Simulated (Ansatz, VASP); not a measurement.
**CaO in VASP and in Ansatz**

Contents of INCAR:

```
SYSTEM = CaO
  PREC = Accurate
  ENCUT = 600
  EDIFF = 1E-6
  ISMEAR = -1
  SIGMA = 0.01
  LREAL = .False.
  LASPH = .True.
  NELM = 100
  ALGO = Normal
  ISIF = 3
  LWAVE = .False.
  LCHARG = .False.
  GGA = RP
  IBRION = 2
  NSW = 80
  EDIFFG = -0.01
```

KPOINTS

```
regular mesh
0
Gamma
  6 6 6
  0 0 0
```

Contents of POSCAR:

```
CaO
1.0
    0.0000000000      2.4065000000      2.4065000000
    2.4065000000      0.0000000000      2.4065000000
    2.4065000000      2.4065000000      0.0000000000
Ca O
1 1
Direct
    0.0000000000      0.0000000000      0.0000000000
    0.5000000000      0.5000000000      0.5000000000
```

Input for Ansatz:

```yaml
crystal:
  lattice:
    - [0.0, 2.4065, 2.4065]
    - [2.4065, 0.0, 2.4065]
    - [2.4065, 2.4065, 0.0]
  atoms:
    - { symbol: Ca, position: [0.0, 0.0, 0.0] }
    - { symbol: O, position: [0.5, 0.5, 0.5] }
basis:
  ecutwfc: 470.0
kpoints:
  mp_grid:
    grid: [6, 6, 6]
hamiltonian:
  xc: rpbe
  dispersion: none
scf:
  occupations:
    method: fermi_dirac
    width: 0.01
relax:
  cell: {}
```

Alike in both runs: task relaxation of cell and atoms; functional RPBE; k mesh 6 × 6 × 6; occupations fermi-dirac, width 0.01 eV; no spin polarisation.

|  | VASP | Ansatz |
| --- | --- | --- |
| version | VASP 6.6.1 | Ansatz 0.2.0 |
| potentials or method | VASP PAW PBE potentials, release 64 (Ca_sv, O), cutoff 600 eV | plane waves, PAW |
| valence electrons in the cell | 16 | 16 |

|  | VASP | Ansatz | Ansatz less VASP |
| --- | --- | --- | --- |
| relaxed volume (Å³/atom) | 14.67 | 14.61 | -0.058 |
| relaxed cell length with the largest relative difference (Å) | 3.462 | 3.457 | -0.0046 |

VASP's potentials were made for PBE, not for RPBE.
